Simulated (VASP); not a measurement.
AlSn:

```
Sn Al
1.0
     4.14137    0.00000    0.00000
    -2.07068    3.58653    0.00000
     0.00000    0.00000    3.26215
Sn Al
1 1
Direct
  0.33333 0.66667 0.50000
  0.00000 0.00000 0.00000
```

Base run:

- Program: VASP 6.6.1
- Functional: r2SCAN
- Potentials or basis: VASP PAW PBE potentials, release 64 (Sn_d, Al)
- Cutoff: 520 eV
- k mesh: 7 × 7 × 8
- Occupations: fermi-dirac, width 0.05 eV
- Spin: no spin polarisation

Its results: pressure 1.1 GPa.

**Question.** The run is repeated on the same cell with these changes: functional from r2SCAN to PBEsol; further incar settings from ALGO = Normal; EDIFF = 1e-07; NBANDS = 16 to ALGO = Normal; EDIFF = 1e-06; NBANDS = 16. What comes out?

**Answer.** Pressure 0.3 GPa.

Caveats: the PAW data sets were made with another functional, which shifts forces and pressure a little.
